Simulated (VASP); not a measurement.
# Co (Fm-3m) in VASP: a series of runs

Runs on Co. Level: r2SCAN. Tasks: single point.

Everything below comes from runs of VASP 6.6.1. Logs are shortened: lines on timing, memory, paths and dates and some standing lists are left out, and cuts for length are marked.

**1. The cell of the first run**

Symmetry: Fm-3m, No. 225, cubic system. Conventional cell: a = 3.583 Å, b = 3.583 Å, c = 3.583 Å, α = 90.00°, β = 90.00°, γ = 90.00°. Co (site symmetry m-3m) has 12 Co at 2.53 Å within 3.3 Å.

**2. Single point, r2SCAN, collinear spin, zero start**

POSCAR reads:

```
Co
1.0
    0.0000000000      1.7917000000      1.7917000000
    1.7917000000      0.0000000000      1.7917000000
    1.7917000000      1.7917000000      0.0000000000
Co
1
Direct
    0.0000000000      0.0000000000      0.0000000000
```

INCAR.step1 reads:

```
SYSTEM = Co
PREC = Accurate ; ENCUT = 520
ISMEAR = 0 ; SIGMA = 0.1
LREAL = .False. ; LASPH = .True.
NELM = 150 ; ISPIN = 2
MAGMOM = 0 ; NUPDOWN = 0.0
LMAXMIX = 4 ; NBANDS = 14
GGA = PE ; ALGO = Normal
EDIFF = 1E-4 ; LWAVE = .True.
LCHARG = .False.
```

INCAR.step2 reads:

```
SYSTEM = Co
PREC = Accurate ; ENCUT = 520
EDIFF = 1E-6 ; ISMEAR = 0
SIGMA = 0.1 ; LREAL = .False.
LASPH = .True. ; NELM = 150
ALGO = Normal ; ISIF = 2
LWAVE = .False. ; LCHARG = .False.
ISPIN = 2 ; MAGMOM = 0
LORBIT = 11 ; NUPDOWN = 0.0
LMAXMIX = 4 ; METAGGA = R2SCAN
LMIXTAU = .True. ; NBANDS = 14
ISTART = 1
```

KPOINTS reads:

```
Automatic mesh
0
Gamma
  14 14 14
  0 0 0
```

Potentials or basis: VASP PAW PBE potentials, release 64 (Co).

Launch:

```console
cat potpaw_PBE.64/Co/POTCAR > POTCAR
cp INCAR.step1 INCAR
mpirun -np 1 vasp_std > vasp.out
cp INCAR.step2 INCAR
mpirun -np 1 vasp_std > vasp.out
```

OUTCAR:

```text
SYSTEM = Co
   PREC = Accurate
   ENCUT = 520
   EDIFF = 1E-6
   ISMEAR = 0
   LREAL = .False.
   LASPH = .True.
   NELM = 150
   ISIF = 2
   ISPIN = 2
   LORBIT = 11
   NUPDOWN = 0.0
   METAGGA = R2SCAN
   ISTART = 1

 ion  position               nearest neighbor table
   1  0.000  0.000  0.000-

  LATTYP: Found a face centered cubic cell.
 ALAT       =     3.5834000000

  Lattice vectors:

 A1 = (   0.0000000000,   1.7917000000,   1.7917000000)
 A2 = (   1.7917000000,   0.0000000000,   1.7917000000)
 A3 = (   1.7917000000,   1.7917000000,   0.0000000000)

Analysis of symmetry for initial positions (statically):
=====================================================================
 Subroutine PRICEL returns:
 Original cell was already a primitive cell.

 Routine SETGRP: Setting up the symmetry group for a
 face centered cubic supercell.

 Subroutine GETGRP returns: Found 48 space group operations
 (whereof 48 operations were pure point group operations)
 out of a pool of 48 trial point group operations.

The static configuration has the point symmetry O_h .

Analysis of symmetry for dynamics (positions and initial velocities):
=====================================================================
 Subroutine PRICEL returns:
 Original cell was already a primitive cell.

 Routine SETGRP: Setting up the symmetry group for a
 face centered cubic supercell.

 Subroutine GETGRP returns: Found 48 space group operations
 (whereof 48 operations were pure point group operations)
 out of a pool of 48 trial point group operations.

The dynamic configuration has the point symmetry O_h .

Analysis of structural, dynamic, and magnetic symmetry:
=====================================================================
 Subroutine PRICEL returns:
 Original cell was already a primitive cell.

 Routine SETGRP: Setting up the symmetry group for a
 face centered cubic supercell.

 Subroutine GETGRP returns: Found 48 space group operations
 (whereof 48 operations were pure point group operations)
 out of a pool of 48 trial point group operations.

The overall configuration has the point symmetry O_h .

 Subroutine INISYM returns: Found 48 space group operations
 (whereof 48 operations are pure point group operations),
 and found     1 'primitive' translations

----------------------------------------------------------------------------------------

                                     Primitive cell

  volume of cell :      11.5034

  direct lattice vectors                    reciprocal lattice vectors
     0.000000000  1.791700000  1.791700000    -0.279064576  0.279064576  0.279064576
     1.791700000  0.000000000  1.791700000     0.279064576 -0.279064576  0.279064576
     1.791700000  1.791700000  0.000000000     0.279064576  0.279064576 -0.279064576

  length of vectors
     2.533846440  2.533846440  2.533846440     0.483354023  0.483354023  0.483354023

  position of ions in fractional coordinates (direct lattice)
     0.000000000  0.000000000  0.000000000

  ion indices of the primitive-cell ions
   primitive index   ion index
                 1           1

----------------------------------------------------------------------------------------

 KPOINTS: Automatic mesh

Automatic generation of k-mesh.
 Grid dimensions read from file:
 generate k-points for:   14   14   14

 Generating k-lattice:

  Cartesian coordinates                     Fractional coordinates (reciprocal lattice)
    -0.019933184  0.019933184  0.019933184     0.071428571  0.000000000  0.000000000
     0.019933184 -0.019933184  0.019933184     0.000000000  0.071428571  0.000000000
     0.019933184  0.019933184 -0.019933184     0.000000000  0.000000000  0.071428571

  Length of vectors
     0.034525287  0.034525287  0.034525287

  Shift w.r.t. Gamma in fractional coordinates (k-lattice)
     0.000000000  0.000000000  0.000000000

 Subroutine IBZKPT returns following result:
 ===========================================

 Found    104 irreducible k-points:

 Following reciprocal coordinates:
            Coordinates               Weight
  0.000000  0.000000  0.000000      1.000000
  0.071429  0.000000  0.000000      8.000000
  0.142857  0.000000  0.000000      8.000000
  0.214286  0.000000  0.000000      8.000000
  0.285714  0.000000  0.000000      8.000000
  0.357143  0.000000  0.000000      8.000000
[... 16 lines left out ...]
  0.214286  0.142857  0.000000     24.000000
  0.285714  0.142857  0.000000     24.000000
 [... further k-points ...]
   k-points           NKPTS =    104   k-points in BZ     NKDIM =    104   number of bands    NBANDS=     14
   number of dos      NEDOS =    301   number of ions     NIONS =      1
   total plane-waves  NPLWV =   8000
   dimension x,y,z NGX =    20 NGY =   20 NGZ =   20
   dimension x,y,z NGXF=    40 NGYF=   40 NGZF=   40
   ions per type =               1
   NGX,Y,Z   is equivalent  to a cutoff of  13.12, 13.12, 13.12 a.u.
   NGXF,Y,Z  is equivalent  to a cutoff of  26.24, 26.24, 26.24 a.u.
 SYSTEM =  Co
   PREC   = accura    normal or accurate (medium, high low for compatibility)
   ISTART =      1    job   : 0-new  1-cont  2-samecut
   ICHARG =      0    charge: 1-file 2-atom 10-const
   ISPIN  =      2    spin polarized calculation?
   LNONCOLLINEAR =      F non collinear calculations
   LSORBIT =      F    spin-orbit coupling
   LASPH  =      T    aspherical Exc in radial PAW
   ENCUT  =  520.0 eV  38.22 Ry    6.18 a.u.   4.71  4.71  4.71*2*pi/ulx,y,z
   NELM   =    150;   NELMIN=  2; NELMDL=  0     # of ELM steps
   EDIFF  = 0.1E-05   stopping-criterion for ELM
   LREAL  =      F    real-space projection
   EDIFFG = 0.1E-04   stopping-criterion for IOM
   NSW    =      0    number of steps for IOM
   IBRION =     -1    ionic relax: 0-MD 1-quasi-New 2-CG
   NFREE  =      0    steps in history (QN), initial steepest desc. (CG)
   ISIF   =      2    stress and relaxation
   ISYM   =      2    0-nonsym 1-usesym 2-fastsym
   POTIM  = 0.5000    time-step for ionic-motion
   TEBEG  =    0.0;   TEEND  =   0.0 temperature during run
   PSTRESS=    0.0 pullay stress
   NELECT =       9.0000    total number of electrons
   NUPDOWN=       0.0000    fix difference up-down
   EMIN   =  10.00;   EMAX   =-10.00  energy-range for DOS
   EFERMI =   0.00;   METHOD = LEGACY
   ISMEAR =     0;   SIGMA  =   0.10  broadening in eV -4-tet -1-fermi 0-gaus
   EFERMI_NEDOS =   21; number of points for ismear=-14 and -15
   IALGO  =     38    algorithm
   IMIX   =      4    mixing-type and parameters
     AMIX     =   0.40;   BMIX     =  1.00
     AMIX_MAG =   1.60;   BMIX_MAG =  1.00
  volume/ion in A,a.u.               =      11.50        77.63
  Fermi-wavevector in a.u.,A,eV,Ry     =   1.508506  2.850663 30.961286  2.275590
  Thomas-Fermi vector in A             =   2.618951
   LORBIT       =     11    0 simple, 1 ext, 2 COOP (PROOUT), +10 PAW based schemes
   METAGGA = R2SCAN    functional components
   LHFCALC =     F    Hartree Fock is set to
   AEXX    =    0.0000 exact exchange contribution
   IVDW    =     0    specifies the selected vdW correction
   LEPSILON=     F    determine dielectric tensor
   LRPA    =     F    only Hartree local field effects (RPA)
 spin polarized calculation
 Gauss-broadening in eV      SIGMA  =   0.10
  energy-cutoff  :      520.00
  volume of cell :       11.50
 maximum number of plane-waves:       331
   NGX =  9   NGY =  9   NGZ =  9

 number of electron       9.0000006 magnetization       0.0000000

 number of electron       9.0000006 magnetization      -0.0000000

 Free energy of the ion-electron system (eV)
  ---------------------------------------------------
  ext. energy  EPLUGINS =         0.00000000
  ---------------------------------------------------
  free energy    TOTEN  =       -12.57873457 eV

  energy without entropy =      -12.56708564  energy(sigma->0) =      -12.57291011

 E-fermi :   9.0523     XC(G=0): -14.2095

 val. band max:        9.0429293831   @ k =   0.4286   0.2857   0.0714
 cond. band min:       9.0699039162   @ k =   0.5000   0.3571   0.1429
 fundamental gap:      0.0269745331
 Fermi energy:         9.0522882628

 spin component 1

 k-point     1 :       0.0000    0.0000    0.0000
  band No.  band energies     occupation
      1       0.2917      1.00000
      2       7.4329      1.00000
      3       7.4329      1.00000
      4       7.4329      1.00000
      5       8.4719      1.00000
      6       8.4719      1.00000
      7      32.7265      0.00000
      8      37.2688      0.00000
      9      37.2689      0.00000
     10      37.2689      0.00000
     11      39.8744      0.00000
     12      39.8745      0.00000
     13      39.8745      0.00000
     14      42.7772      0.00000

 k-point     2 :       0.0714    0.0000    0.0000
  band No.  band energies     occupation
      1       0.4940      1.00000
      2       7.3723      1.00000
      3       7.4805      1.00000
      4       7.4805      1.00000
      5       8.4518      1.00000
      6       8.4518      1.00000
      7      32.1316      0.00000
      8      35.0905      0.00000
      9      36.8011      0.00000
     10      36.8012      0.00000
     11      40.5492      0.00000
     12      40.5492      0.00000
     13      40.9951      0.00000
     14      44.1482      0.00000
[... 343 lines left out ...]
      1       2.0213      1.00000
      2       6.8301      1.00000
      3       7.7720      1.00000
      4       7.8889      1.00000
      5       8.1498      1.00000
      6       8.7017      1.00000
      7      28.7475      0.00000
      8      31.5925      0.00000
      9      31.7669      0.00000
     10      34.0841      0.00000
     11      39.1746      0.00000
     12      43.5311      0.00000
     13      44.6641      0.00000
     14      45.2614      0.00000

 k-point    24 :       0.2857    0.1429    0.0000
  band No.  band energies     occupation
      1       2.9751      1.00000
      2       6.6620      1.00000
      3       7.5497      1.00000
      4       7.9207      1.00000
      5       8.5476      1.00000
      6       8.8875      0.99009
      7      25.1937      0.00000
      8      30.7905      0.00000
      9      31.0296      0.00000
     10      34.0710      0.00000
     11      39.5530      0.00000
     12      42.8191      0.00000
     13      44.5605      0.00000
     14      44.8588      0.00000

 [... further k-points ...]

 spin component 2

 k-point     1 :       0.0000    0.0000    0.0000
  band No.  band energies     occupation
      1       0.2917      1.00000
      2       7.4329      1.00000
      3       7.4329      1.00000
      4       7.4329      1.00000
      5       8.4719      1.00000
      6       8.4719      1.00000
      7      32.7265      0.00000
      8      37.2688      0.00000
      9      37.2689      0.00000
     10      37.2689      0.00000
     11      39.8744      0.00000
     12      39.8745      0.00000
     13      39.8745      0.00000
     14      42.7772      0.00000

 k-point     2 :       0.0714    0.0000    0.0000
  band No.  band energies     occupation
      1       0.4940      1.00000
      2       7.3723      1.00000
      3       7.4806      1.00000
      4       7.4806      1.00000
      5       8.4518      1.00000
      6       8.4518      1.00000
      7      32.1316      0.00000
      8      35.0905      0.00000
      9      36.8011      0.00000
     10      36.8012      0.00000
     11      40.5492      0.00000
     12      40.5493      0.00000
     13      40.9951      0.00000
     14      44.1482      0.00000
[... 343 lines left out ...]
      1       2.0213      1.00000
      2       6.8302      1.00000
      3       7.7720      1.00000
      4       7.8889      1.00000
      5       8.1498      1.00000
      6       8.7016      1.00000
      7      28.7475      0.00000
      8      31.5925      0.00000
      9      31.7669      0.00000
     10      34.0841      0.00000
     11      39.1746      0.00000
     12      43.5311      0.00000
     13      44.6642      0.00000
     14      45.2614      0.00000

 k-point    24 :       0.2857    0.1429    0.0000
  band No.  band energies     occupation
      1       2.9751      1.00000
      2       6.6620      1.00000
      3       7.5497      1.00000
      4       7.9207      1.00000
      5       8.5476      1.00000
      6       8.8875      0.99010
      7      25.1937      0.00000
      8      30.7905      0.00000
      9      31.0296      0.00000
     10      34.0710      0.00000
     11      39.5530      0.00000
     12      42.8191      0.00000
     13      44.5605      0.00000
     14      44.8588      0.00000

 [... further k-points ...]
[... 5 lines left out ...]
  --------------------------------------------------------------------------------------
  -------------------------------------------------------------------------------------
  Total       -2.0926666     -2.0926666     -2.0926666      0.0000000      0.0000000     -0.0000000
  in kB     -291.4638877   -291.4638877   -291.4638877      0.0000000      0.0000000     -0.0000000
  external PRESSURE =    -291.4638877 kB  Pullay stress =       0.0000000 kB

 VOLUME and BASIS-vectors are now :
 -----------------------------------------------------------------------------
  energy-cutoff  :      520.00
  volume of cell :       11.50
      direct lattice vectors                 reciprocal lattice vectors
     0.000000000  1.791700000  1.791700000    -0.279064576  0.279064576  0.279064576
     1.791700000  0.000000000  1.791700000     0.279064576 -0.279064576  0.279064576
     1.791700000  1.791700000  0.000000000     0.279064576  0.279064576 -0.279064576

 POSITION                                       TOTAL-FORCE (eV/Angst)
 -----------------------------------------------------------------------------------
      0.00000      0.00000      0.00000        -0.000000     -0.000000      0.000000
 -----------------------------------------------------------------------------------
    total drift:                                0.000000      0.000000      0.000000

  FREE ENERGIE OF THE ION-ELECTRON SYSTEM (eV)
  ---------------------------------------------------
  free  energy   TOTEN  =       -12.5787345712 eV

  energy  without entropy=      -12.5670856423  energy(sigma->0) =      -12.57291011

 total charge

# of ion       s       p       d       tot
------------------------------------------
    1        0.479   0.487   7.244   8.210

 magnetization (x)

# of ion       s       p       d       tot
------------------------------------------
    1       -0.000  -0.000   0.000   0.000
```

It took 2.1 min on 1 thread of Intel Xeon Platinum 8488C (Sapphire Rapids), shared host; peak memory 0.15 GiB.

Results:

* Free energy: -12.5787 eV
* Pressure: -29.1 GPa
* Net moment: 0.00 μB per cell
* Valence electrons inside the program's atomic spheres: Co 8.21

Caveat: the PAW data sets were made with another functional, which shifts forces and pressure a little; the total moment is fixed, so each spin has its own Fermi level.

(Continued in part 2 of 2.)
